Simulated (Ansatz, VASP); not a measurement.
## AgCl in VASP and in Ansatz

```
Ag Cl
1.0
     0.00000    2.69378    2.91826
     2.69378    0.00000    2.91826
     2.69378    2.69378    0.00000
Ag Cl
1 1
Direct
  0.50000 0.50000 0.50000
  0.00000 0.00000 0.00000
```

Change from the starting cell: strain -0.040 along x and y, +0.040 along z, atoms carried along.

Alike in both runs: task single point; functional PBE; k mesh 8 × 8 × 8; occupations gaussian, width 0.05 eV; no spin polarisation.

|  | VASP | Ansatz |
| --- | --- | --- |
| version | VASP 6.6.1 | Ansatz 0.2.0 |
| potentials or method | VASP PAW PBE potentials, release 64 (Ag, Cl), cutoff 520 eV | scalar-relativistic, plane waves, PAW |
| valence electrons in the cell | 18 | 26 |

VASP gave:

| Item | Value |
| --- | --- |
| gap on the k mesh at the Fermi level (eV) | 0.68 |
| least direct gap on the mesh (eV) | 3.18 |
| pressure (GPa) | 2.4 |
| traceless stress, the component that is largest in VASP (GPa) | -1.54 |

Problem. What did Ansatz give for the same quantities?

Solution. gap on the k mesh at the Fermi level (eV): 0.68; least direct gap on the mesh (eV): 3.18; pressure (GPa): 2.6; traceless stress, the component that is largest in VASP (GPa): -1.58.

With one functional, cell and mesh, what is left measures potentials, basis and numerics. VASP's potentials hold 18 valence electrons a cell and Ansatz's 26, so a difference there can come from the potentials and not from the codes.
